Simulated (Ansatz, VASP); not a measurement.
Zn in VASP and in Ansatz

INCAR

```
SYSTEM = Zn
PREC = Accurate ; ENCUT = 520
EDIFF = 1E-6 ; ISMEAR = 0
SIGMA = 0.15 ; LREAL = .FALSE.
LASPH = .TRUE. ; NELM = 100
ALGO = Fast ; ISIF = 2
LWAVE = .FALSE. ; LCHARG = .FALSE.
GGA = PE ; NBANDS = 12
```

Contents of KPOINTS:

```
regular mesh
0
G
  22 22 22
  0 0 0
```

Contents of POSCAR:

```
Zn
1.0
   -1.6239532950      1.5690370000      1.5690370000
    1.6239532950     -1.5690370000      1.5690370000
    1.6239532950      1.5690370000     -1.5690370000
Zn
1
Direct
    0.0000000000      0.0000000000      0.0000000000
```

Input for Ansatz:

```yaml
crystal:
  lattice:
    - [-1.623953295, 1.569037, 1.569037]
    - [1.623953295, -1.569037, 1.569037]
    - [1.623953295, 1.569037, -1.569037]
  atoms:
    - { symbol: Zn, position: [0.0, 0.0, 0.0] }
basis:
  ecutwfc: 420
kpoints:
  mp_grid: { grid: [22, 22, 22] }
hamiltonian:
  xc: pbe
scf:
  occupations: { method: gaussian, width: 0.15 }
output:
  forces: true
  stress: true
  eigenvalues: true
```

Change from the starting cell: strain +0.0350 x Voigt [1, 0, 0, 0, 0, 0], atoms carried along.

Alike in both runs: task single point; functional PBE; k mesh 22 × 22 × 22; occupations gaussian, width 0.15 eV; no spin polarisation.

```csv
,VASP,Ansatz
version,VASP 6.6.1,Ansatz 0.2.0
potentials or method,"VASP PAW PBE potentials, release 64 (Zn), cutoff 520 eV","scalar-relativistic, plane waves, PAW"
valence electrons in the cell,12,12
```

Ansatz gave:

```
gap on the k mesh at the Fermi level (eV)                     : none
pressure (GPa)                                                : -2.3
traceless stress, the component that is largest in VASP (GPa) : 0.78
```

Task: Which values does VASP return?

Result: gap on the k mesh at the Fermi level (eV): none; pressure (GPa): -2.0; traceless stress, the component that is largest in VASP (GPa): 0.78.

A gap of «none» marks a metal or a gap that the smearing closes. The functional is the same, so the differences come from potentials, cutoffs and numerics.
